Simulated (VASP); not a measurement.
# TaN (P-6m2) in VASP: settings compared, part 2 of 2

VASP 6.6.1.

## Step 4: Electric field gradients, PBE

The input, INCAR:

```
PREC     = Accurate       # precision mode
ENCUT    = 520            # plane-wave cutoff, eV
EDIFF    = 1E-8           # SCF threshold, eV
ISMEAR   = -1             # smearing method
SIGMA    = 0.05           # smearing width, eV
LREAL    = F              # projectors in reciprocal space
LASPH    = T              # aspherical terms in the spheres
NELM     = 80             # most SCF steps
ALGO     = Normal         # electronic algorithm
ISIF     = 2              # what is computed and relaxed
LWAVE    = F              # write WAVECAR
LCHARG   = F              # write CHGCAR
GGA      = PE             # functional
LEFG     = T            
NBANDS   = 15             # bands
```

The input, KPOINTS:

```
regular mesh
0
Gamma
  13 13 11
```

The input, POSCAR:

```
TaN
1.0
    2.9399421781      0.0000000000      0.0000000000
   -1.4699710891      2.5460646119      0.0000000000
    0.0000000000      0.0000000000      2.8901750800
Ta N
1 1
Direct
    0.0000000000      0.0000000000      0.5000000000
    0.6666666667      0.3333333333      0.0000000000
```

Potentials or basis: VASP PAW PBE potentials, release 64 (Ta_pv, N).

Launch:

```bash
> cat potpaw_PBE.64/Ta_pv/POTCAR potpaw_PBE.64/N/POTCAR > POTCAR
> mpirun -np 1 vasp_std > vasp.out
```

OUTCAR:

```text
PREC = Accurate
   ENCUT = 520
   EDIFF = 1E-8
   ISMEAR = -1
   LREAL = F
   LASPH = T
   NELM = 80
   ISIF = 2
   GGA = PE

 ion  position               nearest neighbor table
   1  0.000  0.000  0.500-   2 2.23   2 2.23   2 2.23   2 2.23   2 2.23   2 2.23
   2  0.667  0.333  0.000-   1 2.23   1 2.23   1 2.23   1 2.23   1 2.23   1 2.23

  LATTYP: Found a hexagonal cell.
 ALAT       =     2.9399421781
 C/A-ratio  =     0.9830720827

  Lattice vectors:

 A1 = (   2.9399421781,   0.0000000000,   0.0000000000)
 A2 = (  -1.4699710891,   2.5460646119,   0.0000000000)
 A3 = (   0.0000000000,   0.0000000000,   2.8901750800)

Analysis of symmetry for initial positions (statically):
=====================================================================
 Subroutine PRICEL returns:
 Original cell was already a primitive cell.

 Routine SETGRP: Setting up the symmetry group for a
[... 621 lines left out ...]
  energy-cutoff  :      520.00
  volume of cell :       21.63
      direct lattice vectors                 reciprocal lattice vectors
     2.939942178  0.000000000  0.000000000     0.340142744  0.196381505  0.000000000
    -1.469971089  2.546064612  0.000000000     0.000000000  0.392763010  0.000000000
     0.000000000  0.000000000  2.890175080     0.000000000  0.000000000  0.345999800

 POSITION                                       TOTAL-FORCE (eV/Angst)
 -----------------------------------------------------------------------------------
      0.00000      0.00000      1.44509         0.000000     -0.000000      0.000000
      1.46997      0.84869      0.00000        -0.000000      0.000000      0.000000
 -----------------------------------------------------------------------------------
    total drift:                               -0.000000      0.000000      0.000000

  FREE ENERGIE OF THE ION-ELECTRON SYSTEM (eV)
  ---------------------------------------------------
  free  energy   TOTEN  =       -22.4428660272 eV

  energy  without entropy=      -22.4422612452  energy(sigma->0) =      -22.44256364

 Electric field gradients (V/A^2)
---------------------------------------------------------------------
 ion       V_xx      V_yy      V_zz      V_xy      V_xz      V_yz
---------------------------------------------------------------------
   1     -10.527   -10.527    21.055     0.000     0.000    -0.000
   2      -0.487    -0.486     0.974     0.001     0.000    -0.000
---------------------------------------------------------------------

 Electric field gradients after diagonalization (V/A^2)
 (convention: |V_zz| > |V_xx| > |V_yy|)
----------------------------------------------------------------------
 ion       V_xx      V_yy      V_zz     asymmetry (V_yy - V_xx)/ V_zz
----------------------------------------------------------------------
   1     -10.528   -10.527    21.055       0.000
   2      -0.488    -0.486     0.974       0.002
----------------------------------------------------------------------

           NMR quadrupolar parameters

 Cq : quadrupolar parameter    Cq=e*Q*V_zz/h
 eta: asymmetry parameters     (V_yy - V_xx)/ V_zz
 Q  : nuclear electric quadrupole moment in mb (millibarn)
----------------------------------------------------------------------
 ion       Cq(MHz)       eta       Q (mb)
----------------------------------------------------------------------
   1       0.051       0.000       1.000
   2       0.002       0.002       1.000
----------------------------------------------------------------------
```

OSZICAR:

```text
N       E                     dE             d eps       ncg     rms          rms(c)
DAV:   1     0.933110768029E+02    0.93311E+02   -0.88724E+03  3804   0.112E+03
DAV:   2    -0.219819358301E+02   -0.11529E+03   -0.10931E+03  4536   0.304E+02
DAV:   3    -0.249742333308E+02   -0.29923E+01   -0.29786E+01  4256   0.475E+01
DAV:   4    -0.249867782836E+02   -0.12545E-01   -0.12542E-01  4963   0.334E+00
DAV:   5    -0.249868487702E+02   -0.70487E-04   -0.70486E-04  4333   0.238E-01    0.233E+01
DAV:   6    -0.225286151750E+02    0.24582E+01   -0.40553E+00  4831   0.237E+01    0.979E+00
DAV:   7    -0.224712878622E+02    0.57327E-01   -0.59255E-01  4186   0.617E+00    0.692E+00
DAV:   8    -0.224513373282E+02    0.19951E-01   -0.15944E-01  4697   0.342E+00    0.168E+00
DAV:   9    -0.224428715290E+02    0.84658E-02   -0.17116E-02  4137   0.110E+00    0.180E-01
DAV:  10    -0.224429314047E+02   -0.59876E-04   -0.11873E-03  4592   0.382E-01    0.990E-02
DAV:  11    -0.224428664878E+02    0.64917E-04   -0.85930E-05  4375   0.958E-02    0.144E-02
DAV:  12    -0.224428661434E+02    0.34439E-06   -0.10912E-05  4249   0.299E-02    0.353E-03
DAV:  13    -0.224428661288E+02    0.14629E-07   -0.11623E-07  4641   0.322E-03    0.300E-03
DAV:  14    -0.224428660272E+02    0.10160E-06   -0.32153E-08  4585   0.160E-03    0.258E-04
DAV:  15    -0.224428660272E+02    0.38881E-10   -0.11552E-09  1981   0.313E-04
   1 F= -.22442866E+02 E0= -.22442564E+02  d E =-.604782E-03
```

stdout:

```text
POSCAR found type information on POSCAR TaN
 POSCAR found :  2 types and       2 ions
 scaLAPACK will be used
 LDA part: xc-table for (Slater+PW92), standard interpolation
 POSCAR, INCAR and KPOINTS ok, starting setup
 FFT: planning ... GRIDC
 FFT: planning ... GRID_SOFT
 FFT: planning ... GRID
 WAVECAR not read
 entering main loop
ion   1

ion   2
```

Run time: 22 s. Hardware: 1 thread of Intel Xeon 6975P-C, shared host; peak memory 0.17 GiB.

What came out:

| Quantity | Value |
| --- | --- |
| Free energy | -22.4429 eV |
| Pressure | 4.0 GPa |
| Band gap on the k mesh | zero (band 8 reaches 8.32 eV, above the bottom of band 9 at 8.14 eV) |

Electric field gradients, principal values (V/Å²):
| atom | least | middle | greatest (by size) |
| --- | --- | --- | --- |
| 1 Ta | -10.527 | -10.528 | 21.055 |
| 2 N | -0.486 | -0.488 | 0.974 |

Caveat: without QUAD_EFG the Cq values of the log hold for a quadrupole moment of 1 mb, not for the nuclei; spin-orbit coupling is left out, which moves the levels of the heavy elements.

## Step 5: Electric field gradients, LDA (functional lda, volume scaled by 1.04)

The input, INCAR:

```
SYSTEM = TaN
  ALGO = Normal
  EDIFF = 1E-8
  ENCUT = 520
  ISIF = 2
  ISMEAR = -1
  LASPH = .True.
  LCHARG = .False.
  LEFG = .True.
  LREAL = .False.
  LWAVE = .False.
  NBANDS = 15
  NELM = 100
  PREC = Accurate
  SIGMA = 0.05
```

The input, KPOINTS:

```
k-points
0
Gamma
  13 13 11
  0 0 0
```

The input, POSCAR:

```
TaN
1.0
    2.9786300644      0.0000000000      0.0000000000
   -1.4893150322      2.5795693043      0.0000000000
    0.0000000000      0.0000000000      2.9282080610
Ta N
1 1
Direct
    0.0000000000      0.0000000000      0.5000000000
    0.6666666667      0.3333333333      0.0000000000
```

Potentials or basis: VASP PAW LDA potentials, release 64 (Ta_pv, N).

Launch:

```bash
> cat potpaw_LDA.64/Ta_pv/POTCAR potpaw_LDA.64/N/POTCAR > POTCAR
> mpirun -np 1 vasp_std > vasp.out
```

OUTCAR:

```text
SYSTEM = TaN
   EDIFF = 1E-8
   ENCUT = 520
   ISIF = 2
   ISMEAR = -1
   LASPH = .True.
   LREAL = .False.
   NELM = 100
   PREC = Accurate

 ion  position               nearest neighbor table
   1  0.000  0.000  0.500-   2 2.26   2 2.26   2 2.26   2 2.26   2 2.26   2 2.26
   2  0.667  0.333  0.000-   1 2.26   1 2.26   1 2.26   1 2.26   1 2.26   1 2.26

  LATTYP: Found a hexagonal cell.
 ALAT       =     2.9786300644
 C/A-ratio  =     0.9830720827

  Lattice vectors:

 A1 = (   2.9786300644,   0.0000000000,   0.0000000000)
 A2 = (  -1.4893150322,   2.5795693043,   0.0000000000)
 A3 = (   0.0000000000,   0.0000000000,   2.9282080610)

Analysis of symmetry for initial positions (statically):
=====================================================================
 Subroutine PRICEL returns:
 Original cell was already a primitive cell.

 Routine SETGRP: Setting up the symmetry group for a
 hexagonal supercell.

 Subroutine GETGRP returns: Found 12 space group operations
 (whereof 12 operations were pure point group operations)
 out of a pool of 24 trial point group operations.

The static configuration has the point symmetry D_3h.

Analysis of symmetry for dynamics (positions and initial velocities):
=====================================================================
 Subroutine PRICEL returns:
 Original cell was already a primitive cell.

 Routine SETGRP: Setting up the symmetry group for a
 hexagonal supercell.

 Subroutine GETGRP returns: Found 12 space group operations
 (whereof 12 operations were pure point group operations)
 out of a pool of 24 trial point group operations.

The dynamic configuration has the point symmetry D_3h.

 Subroutine INISYM returns: Found 12 space group operations
[... 575 lines left out ...]
      8       5.0569      2.00000
      9       9.9867      0.00000
     10      10.0616      0.00000
     11      11.0993      0.00000
     12      12.0502      0.00000
     13      12.3220      0.00000
     14      19.8781      0.00000
     15      20.3678      0.00000

 [... further k-points ...]

------------------------ aborting loop because EDIFF is reached ----------------------------------------

  FORCE on cell =-STRESS in cart. coord.  units (eV):
  Direction    XX          YY          ZZ          XY          YZ          ZX
  --------------------------------------------------------------------------------------
  -------------------------------------------------------------------------------------
  Total       -3.0535692     -3.0535692     -3.6033793      0.0000000     -0.0000000      0.0000000
  in kB     -217.4466113   -217.4466113   -256.5989422      0.0000000     -0.0000000      0.0000000
  external PRESSURE =    -230.4973883 kB  Pullay stress =       0.0000000 kB

 VOLUME and BASIS-vectors are now :
 -----------------------------------------------------------------------------
  energy-cutoff  :      520.00
  volume of cell :       22.50
      direct lattice vectors                 reciprocal lattice vectors
     2.978630064  0.000000000  0.000000000     0.335724806  0.193830807  0.000000000
    -1.489315032  2.579569304  0.000000000     0.000000000  0.387661614  0.000000000
     0.000000000  0.000000000  2.928208061     0.000000000  0.000000000  0.341505788

 POSITION                                       TOTAL-FORCE (eV/Angst)
 -----------------------------------------------------------------------------------
      0.00000      0.00000      1.46410         0.000000     -0.000000      0.000000
      1.48932      0.85986      0.00000        -0.000000      0.000000      0.000000
 -----------------------------------------------------------------------------------
    total drift:                               -0.000000      0.000000      0.000000

  FREE ENERGIE OF THE ION-ELECTRON SYSTEM (eV)
  ---------------------------------------------------
  free  energy   TOTEN  =       -24.6020089770 eV

  energy  without entropy=      -24.6012609857  energy(sigma->0) =      -24.60163498

 Electric field gradients (V/A^2)
---------------------------------------------------------------------
 ion       V_xx      V_yy      V_zz      V_xy      V_xz      V_yz
---------------------------------------------------------------------
   1     -12.370   -12.370    24.740     0.000    -0.000     0.000
   2      -0.456    -0.457     0.913    -0.000     0.000     0.000
---------------------------------------------------------------------

 Electric field gradients after diagonalization (V/A^2)
 (convention: |V_zz| > |V_xx| > |V_yy|)
----------------------------------------------------------------------
 ion       V_xx      V_yy      V_zz     asymmetry (V_yy - V_xx)/ V_zz
----------------------------------------------------------------------
   1     -12.370   -12.370    24.740       0.000
   2      -0.457    -0.456     0.913       0.001
----------------------------------------------------------------------

           NMR quadrupolar parameters

 Cq : quadrupolar parameter    Cq=e*Q*V_zz/h
 eta: asymmetry parameters     (V_yy - V_xx)/ V_zz
 Q  : nuclear electric quadrupole moment in mb (millibarn)
----------------------------------------------------------------------
 ion       Cq(MHz)       eta       Q (mb)
----------------------------------------------------------------------
   1       0.060       0.000       1.000
   2       0.002       0.001       1.000
----------------------------------------------------------------------
```

OSZICAR:

```text
N       E                     dE             d eps       ncg     rms          rms(c)
DAV:   1     0.924317568979E+02    0.92432E+02   -0.89052E+03  3788   0.111E+03
DAV:   2    -0.242144594496E+02   -0.11665E+03   -0.11025E+03  4697   0.299E+02
DAV:   3    -0.271907896182E+02   -0.29763E+01   -0.29647E+01  4263   0.454E+01
DAV:   4    -0.272024738447E+02   -0.11684E-01   -0.11680E-01  4956   0.318E+00
DAV:   5    -0.272025456523E+02   -0.71808E-04   -0.71804E-04  4333   0.236E-01    0.215E+01
DAV:   6    -0.247688545144E+02    0.24337E+01   -0.43444E+00  4586   0.234E+01    0.898E+00
DAV:   7    -0.246469216505E+02    0.12193E+00   -0.60752E-01  4039   0.577E+00    0.624E+00
DAV:   8    -0.246086458812E+02    0.38276E-01   -0.18930E-01  4431   0.360E+00    0.125E+00
DAV:   9    -0.246022734164E+02    0.63725E-02   -0.15079E-02  4060   0.973E-01    0.191E-01
DAV:  10    -0.246020777315E+02    0.19568E-03   -0.74695E-04  4557   0.315E-01    0.113E-01
DAV:  11    -0.246020086052E+02    0.69126E-04   -0.91650E-05  4102   0.883E-02    0.190E-02
DAV:  12    -0.246020090637E+02   -0.45846E-06   -0.82873E-06  4291   0.231E-02    0.387E-03
DAV:  13    -0.246020089944E+02    0.69227E-07   -0.16695E-07  4473   0.329E-03    0.197E-03
DAV:  14    -0.246020089775E+02    0.16968E-07   -0.23899E-08  4242   0.169E-03    0.407E-04
DAV:  15    -0.246020089770E+02    0.47157E-09   -0.87128E-10  1918   0.282E-04
   1 F= -.24602009E+02 E0= -.24601635E+02  d E =-.747991E-03
```

Run time: 20 s. Hardware: 1 thread of Intel Xeon 6975P-C, shared host; peak memory 0.16 GiB.

What came out:

```
Free energy            : -24.6020 eV
Pressure               : -23.0 GPa
Band gap on the k mesh : zero (band 8 reaches 7.72 eV, above the bottom of band 9 at 7.56 eV)
```

Stress tensor (GPa, compression positive):
```
-21.74   0.00   0.00
  0.00 -21.74   0.00
  0.00   0.00 -25.66
```

Electric field gradients, principal values (V/Å²):
```
atom    least   middle  greatest (by size)
1 Ta  -12.370  -12.370              24.740
 2 N   -0.456   -0.457               0.913
```

Caveat: without QUAD_EFG the Cq values of the log hold for a quadrupole moment of 1 mb, not for the nuclei; spin-orbit coupling is left out, which moves the levels of the heavy elements.

## Step 6: The runs side by side

| level | potentials or basis | cell | gap on the mesh (eV) | pressure (GPa) |
| --- | --- | --- | --- | --- |
| LDA | VASP PAW LDA potentials, release 64 (Ta_pv, N) | a = 2.940, b = 2.940, c = 2.890 Å, angles 90.0, 90.0, 120.0°, 2 atoms | none | -11.1 |
| PBEsol | VASP PAW PBE potentials, release 64 (Ta_pv, N) | a = 2.940, b = 2.940, c = 2.890 Å, angles 90.0, 90.0, 120.0°, 2 atoms | none | -5.4 |
| PBE | VASP PAW PBE potentials, release 64 (Ta_pv, N) | a = 2.940, b = 2.940, c = 2.890 Å, angles 90.0, 90.0, 120.0°, 2 atoms | none | 4.0 |
| LDA | VASP PAW LDA potentials, release 64 (Ta_pv, N) | a = 2.979, b = 2.979, c = 2.928 Å, angles 90.0, 90.0, 120.0°, 2 atoms | none | -23.0 |

Alike in all rows: task electric field gradients; no spin polarisation; k mesh 13 × 13 × 11; cutoff (eV) 520; smearing fermi-dirac 0.05 eV.

Caveats: spin-orbit coupling is left out, which moves the levels of the heavy elements; the PAW data sets were made with another functional, which shifts forces and pressure a little (some runs).

Total energies depend on the potentials used, so only differences within one code and one set of settings carry meaning.
